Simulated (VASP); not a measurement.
A run of VASP 6.6.1 is set up as follows.

File INCAR:

```
PREC = Accurate
ENCUT = 520
EDIFF = 1E-7
ISMEAR = -1
SIGMA = 0.03
LREAL = False
LASPH = True
NELM = 80
ALGO = Normal
ISIF = 2
LWAVE = False
LCHARG = True
GGA = PS
LELF = True
LVHAR = True
NBANDS = 12
```

File KPOINTS:

```
Automatic mesh
0
Gamma
  18 18 18
```

POSCAR

```
Tc
1.0
    0.0390000000      1.9695000000      1.9695000000
    1.9695000000      0.0390000000      1.9695000000
    1.9695000000      1.9695000000      0.0390000000
Tc
1
Direct
    0.0000000000      0.0000000000      0.0000000000
```

Potentials or basis: VASP PAW PBE potentials, release 64 (Tc_pv).

The run is started by

```console
$ cat potpaw_PBE.64/Tc_pv/POTCAR > POTCAR
$ mpirun -np 1 vasp_std > vasp.out
```

Q: Predict the pressure.

A: -15.5 GPa.

Stress tensor (GPa, compression positive):
```
-15.46  -3.20  -3.20
 -3.20 -15.46  -3.20
 -3.20  -3.20 -15.46
```

Caveat: the cell differs from its parent crystal (equal xy, yz and zx shear strains of +2 %); the PAW data sets were made with another functional, which shifts forces and pressure a little.
